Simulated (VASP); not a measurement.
# Ga (I4/mmm) in VASP: single point with PBE

Aim: the single point of Ga with PBE.

All numbers are computed with VASP 6.6.1; they aren't measurements. Logs are shortened: lines on timing, memory, paths and dates and some standing lists are left out, and cuts for length are marked.

### Step 1. The cell of the first run

Symmetry: I4/mmm, No. 139, tetragonal system. The conventional cell has a = 2.808 Å, b = 2.808 Å, c = 4.458 Å, α = 90.00°, β = 90.00°, γ = 90.00°. Ga (site symmetry 4/mmm) has 12 Ga at 2.81 to 2.99 Å within 3.7 Å.

### Step 2. Single point, PBE

POSCAR

```
Ga
1.0
    2.8080000000      0.0000000000      0.0000000000
    0.0000000000      2.8080000000      0.0000000000
   -1.4040000000     -1.4040000000      2.2290000000
Ga
1
Direct
    0.0000000000      0.0000000000      0.0000000000
```

INCAR.step1

```
SYSTEM = Ga
  PREC = Accurate
  ENCUT = 520
  EDIFF = 1E-7
  ISMEAR = 0
  SIGMA = 0.05
  LREAL = .FALSE.
  LASPH = .TRUE.
  NELM = 60
  ALGO = Fast
  ISIF = 2
  LWAVE = .FALSE.
  LCHARG = .TRUE.
  GGA = PE
  NBANDS = 12
```

KPOINTS.step1

```
regular mesh
0
G
  16 16 16
  0 0 0
```

INCAR.step2

```
SYSTEM = Ga
  PREC = Accurate
  ENCUT = 520
  EDIFF = 1E-7
  ISMEAR = -5
  SIGMA = 0.05
  LREAL = .FALSE.
  LASPH = .TRUE.
  NELM = 60
  ALGO = Fast
  ISIF = 2
  LWAVE = .FALSE.
  LCHARG = .FALSE.
  GGA = PE
  LORBIT = 11
  NEDOS = 2001
  ICHARG = 11
```

KPOINTS.step2

```
regular mesh
0
G
  24 24 24
  0 0 0
```

Potentials or basis: VASP PAW PBE potentials, release 64 (Ga_d).

Launch:

```
$ cat potpaw_PBE.64/Ga_d/POTCAR > POTCAR
$ cp INCAR.step1 INCAR
$ cp KPOINTS.step1 KPOINTS
$ mpirun -np 1 vasp_std > vasp.out
$ cp INCAR.step2 INCAR
$ cp KPOINTS.step2 KPOINTS
$ mpirun -np 1 vasp_std > vasp.out
```

OUTCAR:

```text
SYSTEM = Ga
   PREC = Accurate
   ENCUT = 520
   EDIFF = 1E-7
   ISMEAR = -5
   LREAL = .FALSE.
   LASPH = .TRUE.
   NELM = 60
   ISIF = 2
   GGA = PE
   LORBIT = 11
   ICHARG = 11

 ion  position               nearest neighbor table
   1  0.000  0.000  0.000-

  LATTYP: Found a body centered tetragonal cell.
 ALAT       =     2.8080000000
 C/A-ratio  =     1.5876068376

  Lattice vectors:

 A1 = (   1.4040000000,  -1.4040000000,  -2.2290000000)
 A2 = (  -1.4040000000,   1.4040000000,  -2.2290000000)
 A3 = (   1.4040000000,   1.4040000000,   2.2290000000)

Analysis of symmetry for initial positions (statically):
=====================================================================
 Subroutine PRICEL returns:
 Original cell was already a primitive cell.

 Routine SETGRP: Setting up the symmetry group for a
 body centered tetragonal supercell.

 Subroutine GETGRP returns: Found 16 space group operations
 (whereof 16 operations were pure point group operations)
 out of a pool of 16 trial point group operations.

The static configuration has the point symmetry D_4h.

Analysis of symmetry for dynamics (positions and initial velocities):
=====================================================================
 Subroutine PRICEL returns:
 Original cell was already a primitive cell.

 Routine SETGRP: Setting up the symmetry group for a
 body centered tetragonal supercell.

 Subroutine GETGRP returns: Found 16 space group operations
 (whereof 16 operations were pure point group operations)
 out of a pool of 16 trial point group operations.

The dynamic configuration has the point symmetry D_4h.

 Subroutine INISYM returns: Found 16 space group operations
 (whereof 16 operations are pure point group operations),
 and found     1 'primitive' translations

----------------------------------------------------------------------------------------

                                     Primitive cell

  volume of cell :      17.5754

  direct lattice vectors                    reciprocal lattice vectors
     2.808000000  0.000000000  0.000000000     0.356125356  0.000000000  0.224315837
     0.000000000  2.808000000  0.000000000     0.000000000  0.356125356  0.224315837
    -1.404000000 -1.404000000  2.229000000     0.000000000  0.000000000  0.448631673

  length of vectors
     2.808000000  2.808000000  2.985108541     0.420883433  0.420883433  0.448631673

  position of ions in fractional coordinates (direct lattice)
     0.000000000  0.000000000  0.000000000

  ion indices of the primitive-cell ions
   primitive index   ion index
                 1           1

----------------------------------------------------------------------------------------

 KPOINTS: regular mesh

Automatic generation of k-mesh.
 Grid dimensions read from file:
 generate k-points for:   24   24   24

 Generating k-lattice:

  Cartesian coordinates                     Fractional coordinates (reciprocal lattice)
     0.014838557  0.000000000  0.009346493     0.041666667  0.000000000  0.000000000
     0.000000000  0.014838557  0.009346493     0.000000000  0.041666667  0.000000000
     0.000000000  0.000000000  0.018692986     0.000000000  0.000000000  0.041666667

  Length of vectors
     0.017536810  0.017536810  0.018692986

  Shift w.r.t. Gamma in fractional coordinates (k-lattice)
     0.000000000  0.000000000  0.000000000

 TETIRR: Found  17515 inequivalent tetrahedra from    82944

 Subroutine IBZKPT returns following result:
 ===========================================

 Found   1063 irreducible k-points:

 Following reciprocal coordinates:
            Coordinates               Weight
  0.000000  0.000000  0.000000      1.000000
  0.041667  0.000000  0.000000      8.000000
  0.083333  0.000000  0.000000      8.000000
  0.125000  0.000000  0.000000      8.000000
  0.166667  0.000000  0.000000      8.000000
  0.208333  0.000000  0.000000      8.000000
[... 16 lines left out ...]
  0.416667  0.041667  0.000000     16.000000
  0.458333  0.041667  0.000000     16.000000
 [... further k-points ...]
   k-points           NKPTS =   1063   k-points in BZ     NKDIM =   1063   number of bands    NBANDS=     10
   number of dos      NEDOS =   2001   number of ions     NIONS =      1
   total plane-waves  NPLWV =  13824
   dimension x,y,z NGX =    24 NGY =   24 NGZ =   24
   dimension x,y,z NGXF=    48 NGYF=   48 NGZF=   48
   ions per type =               1
   NGX,Y,Z   is equivalent  to a cutoff of  14.21, 14.21, 13.37 a.u.
   NGXF,Y,Z  is equivalent  to a cutoff of  28.42, 28.42, 26.73 a.u.
 SYSTEM =  Ga
   PREC   = accura    normal or accurate (medium, high low for compatibility)
   ISTART =      0    job   : 0-new  1-cont  2-samecut
   ICHARG =     11    charge: 1-file 2-atom 10-const
   ISPIN  =      1    spin polarized calculation?
   LNONCOLLINEAR =      F non collinear calculations
   LSORBIT =      F    spin-orbit coupling
   LASPH  =      T    aspherical Exc in radial PAW
   ENCUT  =  520.0 eV  38.22 Ry    6.18 a.u.   5.22  5.22  5.55*2*pi/ulx,y,z
   NELM   =     60;   NELMIN=  2; NELMDL=  0     # of ELM steps
   EDIFF  = 0.1E-06   stopping-criterion for ELM
   LREAL  =      F    real-space projection
   EDIFFG = 0.1E-05   stopping-criterion for IOM
   NSW    =      0    number of steps for IOM
   IBRION =     -1    ionic relax: 0-MD 1-quasi-New 2-CG
   NFREE  =      0    steps in history (QN), initial steepest desc. (CG)
   ISIF   =      2    stress and relaxation
   ISYM   =      2    0-nonsym 1-usesym 2-fastsym
   POTIM  = 0.5000    time-step for ionic-motion
   TEBEG  =    0.0;   TEEND  =   0.0 temperature during run
   PSTRESS=    0.0 pullay stress
   NELECT =      13.0000    total number of electrons
   NUPDOWN=      -1.0000    fix difference up-down
   EMIN   =  10.00;   EMAX   =-10.00  energy-range for DOS
   EFERMI =   0.00;   METHOD = LEGACY
   ISMEAR =    -5;   SIGMA  =   0.05  broadening in eV -4-tet -1-fermi 0-gaus
   EFERMI_NEDOS =   21; number of points for ismear=-14 and -15
   IALGO  =     68    algorithm
   IMIX   =      4    mixing-type and parameters
     AMIX     =   0.40;   BMIX     =  1.00
     AMIX_MAG =   1.60;   BMIX_MAG =  1.00
  volume/ion in A,a.u.               =      17.58       118.60
  Fermi-wavevector in a.u.,A,eV,Ry     =   1.480544  2.797822 29.824096  2.192009
  Thomas-Fermi vector in A             =   2.594565
   LORBIT       =     11    0 simple, 1 ext, 2 COOP (PROOUT), +10 PAW based schemes
   GGA     = PE    functional components
   LHFCALC =     F    Hartree Fock is set to
   AEXX    =    0.0000 exact exchange contribution
   IVDW    =     0    specifies the selected vdW correction
   LEPSILON=     F    determine dielectric tensor
   LRPA    =     F    only Hartree local field effects (RPA)
 non-spin polarized calculation
 RMM-DIIS sequential band-by-band and
 Fermi weights with tetrahedron method with Bloechl corrections
  energy-cutoff  :      520.00
  volume of cell :       17.58
 maximum number of plane-waves:       487
 NGX is ok and might be reduce to    24

 number of electron      12.9999995 magnetization

 Free energy of the ion-electron system (eV)
  ---------------------------------------------------
  ext. energy  EPLUGINS =         0.00000000
  ---------------------------------------------------
  free energy    TOTEN  =        -2.87117638 eV

  energy without entropy =       -2.87117638  energy(sigma->0) =       -2.87117638

 E-fermi :   6.2581     XC(G=0): -11.3759

 val. band max:        6.4233502515   @ k =   0.2917   0.2917   0.0833
 cond. band min:       6.0849762644   @ k =   0.5000   0.5000   0.2500
 fundamental gap:     -0.3383739871
 Fermi energy:         6.2580564543

 k-point     1 :       0.0000    0.0000    0.0000
  band No.  band energies     occupation
      1      -8.8245      2.00000
      2      -8.6928      2.00000
      3      -8.6928      2.00000
      4      -8.6692      2.00000
      5      -8.5291      2.00000
      6      -5.3652      2.00000
      7      19.2675      0.00000
      8      19.2676      0.00000
      9      19.3133      0.00000
     10      22.7141      0.00000

 k-point     2 :       0.0417    0.0000    0.0000
  band No.  band energies     occupation
      1      -8.8218      2.00000
      2      -8.6937      2.00000
      3      -8.6907      2.00000
      4      -8.6685      2.00000
      5      -8.5305      2.00000
      6      -5.3181      2.00000
      7      18.6022      0.00000
      8      19.1247      0.00000
      9      19.2034      0.00000
     10      21.9905      0.00000

 k-point     3 :       0.0833    0.0000    0.0000
  band No.  band energies     occupation
      1      -8.8145      2.00000
      2      -8.6972      2.00000
      3      -8.6845      2.00000
      4      -8.6651      2.00000
      5      -8.5342      2.00000
      6      -5.1761      2.00000
      7      17.0956      0.00000
      8      18.6822      0.00000
      9      19.0381      0.00000
     10      21.6141      0.00000

 k-point     4 :       0.1250    0.0000    0.0000
  band No.  band energies     occupation
      1      -8.8051      2.00000
      2      -8.7048      2.00000
      3      -8.6752      2.00000
      4      -8.6562      2.00000
      5      -8.5395      2.00000
      6      -4.9384      2.00000
      7      15.3468      0.00000
      8      18.1271      0.00000
      9      18.8263      0.00000
     10      21.3867      0.00000
[... 222 lines left out ...]
 k-point    22 :       0.3750    0.0417    0.0000
  band No.  band energies     occupation
      1      -8.8213      2.00000
      2      -8.7800      2.00000
      3      -8.6676      2.00000
      4      -8.5110      2.00000
      5      -8.4905      2.00000
      6      -1.1652      2.00000
      7       5.1432      2.08256
      8      15.2719      0.00000
      9      17.3977      0.00000
     10      19.4518      0.00000

 k-point    23 :       0.4167    0.0417    0.0000
  band No.  band energies     occupation
      1      -8.8309      2.00000
      2      -8.7842      2.00000
      3      -8.6737      2.00000
      4      -8.5019      2.00000
      5      -8.4704      2.00000
      6      -0.2262      2.00000
      7       3.7997      2.00000
      8      15.0416      0.00000
      9      17.4728      0.00000
     10      19.3291      0.00000

 k-point    24 :       0.4583    0.0417    0.0000
  band No.  band energies     occupation
      1      -8.8370      2.00000
      2      -8.7861      2.00000
      3      -8.6775      2.00000
      4      -8.4976      2.00000
      5      -8.4575      2.00000
      6       0.7794      2.00000
      7       2.5718      2.00000
      8      14.8883      0.00000
      9      17.5850      0.00000
     10      19.2827      0.00000

 [... further k-points ...]
[... 5 lines left out ...]
  --------------------------------------------------------------------------------------
  -------------------------------------------------------------------------------------
  Total        0.4840168      0.4840168      0.4340278      0.0000000      0.0000000      0.0000000
  in kB       44.1231744     44.1231744     39.5661513      0.0000000      0.0000000      0.0000000
  external PRESSURE =      42.6041667 kB  Pullay stress =       0.0000000 kB

 VOLUME and BASIS-vectors are now :
 -----------------------------------------------------------------------------
  energy-cutoff  :      520.00
  volume of cell :       17.58
      direct lattice vectors                 reciprocal lattice vectors
     2.808000000  0.000000000  0.000000000     0.356125356  0.000000000  0.224315837
     0.000000000  2.808000000  0.000000000     0.000000000  0.356125356  0.224315837
    -1.404000000 -1.404000000  2.229000000     0.000000000  0.000000000  0.448631673

 POSITION                                       TOTAL-FORCE (eV/Angst)
 -----------------------------------------------------------------------------------
      0.00000      0.00000      0.00000         0.000000      0.000000      0.000000
 -----------------------------------------------------------------------------------
    total drift:                                0.000000     -0.000000     -0.000000

  FREE ENERGIE OF THE ION-ELECTRON SYSTEM (eV)
  ---------------------------------------------------
  free  energy   TOTEN  =        -2.8711763757 eV

  energy  without entropy=       -2.8711763757  energy(sigma->0) =       -2.87117638

 total charge

# of ion       s       p       d       tot
------------------------------------------
    1        1.019   0.581   9.967  11.567
```

It took 74 s on 1 thread of Intel Xeon 6975P-C (Granite Rapids), shared host; peak memory 0.32 GiB.

Results:

| Quantity | Value |
| --- | --- |
| Valence electrons inside the program's atomic spheres | Ga 11.57 |

Levels at points of the mesh, in eV from the Fermi level:
```
           k point  band 2  band 3  band 4  band 5  band 6  band 7  band 8  band 9  band 10
(0.00, 0.00, 0.00)  -14.95  -14.95  -14.93  -14.79  -11.62   13.01   13.01   13.06    16.46
(0.50, 0.00, 0.00)  -15.05  -14.94  -14.75  -14.71   -4.98   -4.31    8.74   11.91    12.84
(0.50, 0.50, 0.00)  -15.14  -14.75  -14.75  -14.64   -2.28   -1.34    4.13    5.04     8.22
(0.00, 0.00, 0.50)  -15.14  -14.72  -14.71  -14.71   -3.85   -3.70    6.55    6.55     9.77
```
